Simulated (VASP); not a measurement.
Here is a VASP 6.6.1 calculation.

INCAR

```
ALGO = Normal
EDIFF = 1E-6
ENCUT = 520
ISIF = 2
ISMEAR = 0
LASPH = T
LCHARG = F
LREAL = F
LWAVE = F
NBANDS = 20
NELM = 100
PREC = Accurate
SIGMA = 0.05
```

KPOINTS

```
k-points
0
Gamma
  12 12 2
```

File POSCAR:

```
Te2Mo
1.0
    3.5602328140      0.0000000000      0.0000000000
   -1.7801164070      3.0832520603      0.0000000000
    0.0000000000      0.0000000000     17.5240578200
Te Mo
2 1
Direct
    0.3333333333      0.6666666667      0.8978554500
    0.3333333333      0.6666666667      0.1021445500
    0.0000000000      0.0000000000      0.0099862715
```

Potentials or basis: VASP PAW LDA potentials, release 64 (Te, Mo_sv).

Command:

```console
$ cat potpaw_LDA.64/Te/POTCAR potpaw_LDA.64/Mo_sv/POTCAR > POTCAR
$ mpirun -np 1 vasp_std > vasp.out
```

Q: Predict the largest force.

A: 3.628 eV/Å.

Q: What does it give for the band gap on the k mesh?

A: 0.96 eV (least direct gap 1.07 eV).

Forces on the atoms (eV/Å):
```
Te   0.000  0.000  1.768
Te   0.000  0.000  1.860
Mo   0.000  0.000 -3.628
```

Caveat: the cell differs from its parent crystal (all Mo atoms moved +0.175 Å, as atom 3 along Cartesian [0 0 1]); spin-orbit coupling is left out, which moves the levels of the heavy elements.
